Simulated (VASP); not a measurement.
Runs of VASP 6.6.1 on SrO. The structure is that of space group Fm-3m (No. 225), or close to it. The cells are those of the table. 

```csv
cell,gap on the mesh (eV),pressure (GPa)
"a = 3.634, b = 3.662 Å, angles 59.8, 59.5, 59.8°, 2 atoms",3.14,-0.3
"a = 3.634, b = 3.680 Å, angles 59.6, 59.2, 59.6°, 2 atoms",3.12,-0.3
"a = 3.634, b = 3.689 Å, angles 59.5, 59.0, 59.5°, 2 atoms",3.12,-0.3
"a = 3.635, b = 3.562 Å, angles 60.7, 61.3, 60.7°, 2 atoms",3.10,-0.3
"a = 3.634, b = 3.643 Å, angles 59.9, 59.8, 59.9°, 2 atoms",3.15,-0.3
"a = 3.634, b = 3.652 Å, angles 59.8, 59.7, 59.8°, 2 atoms",3.14,-0.3
"a = 3.634, b = 3.598 Å, angles 60.3, 60.7, 60.3°, 2 atoms",(a),-0.3
```

Alike in all rows: task single point; level PBEsol; potentials or basis VASP PAW PBE potentials, release 64 (Sr_sv, O); no spin polarisation; k mesh 8 × 8 × 8; cutoff (eV) 520; smearing gaussian 0.05 eV.

Task: Estimate the missing entries.

Result: (a) 3.13.

Caveats: the PAW data sets were made with another functional, which shifts forces and pressure a little.

A k mesh can miss the band edges, and the runs leave out spin-orbit coupling on Sr.
